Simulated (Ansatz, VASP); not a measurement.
GaGe: VASP beside Ansatz

```
Ga Ge
1.0
     0.00000    2.94122    2.94122
     2.94122    0.00000    2.94122
     2.94122    2.94122    0.00000
Ga Ge
1 1
Direct
  0.75000 0.75000 0.75000
  0.00000 0.00000 0.00000
```

Alike in both runs: task single point; functional PBEsol; k mesh 12 × 12 × 12; occupations gaussian, width 0.1 eV; no spin polarisation.

```csv
,VASP,Ansatz
version,VASP 6.6.1,Ansatz 0.2.0
potentials or method,"VASP PAW PBE potentials, release 64 (Ga_d, Ge_d), cutoff 520 eV","scalar-relativistic, plane waves, PAW"
valence electrons in the cell,27,27
```

|  | VASP | Ansatz | Ansatz less VASP |
| --- | --- | --- | --- |
| gap on the k mesh at the Fermi level (eV) | none | none | - |
| pressure (GPa) | -4.3 | -4.3 | +0.01 |

VASP's potentials were made for PBE, not for PBEsol. A gap of «none» marks a metal or a gap that the smearing closes.
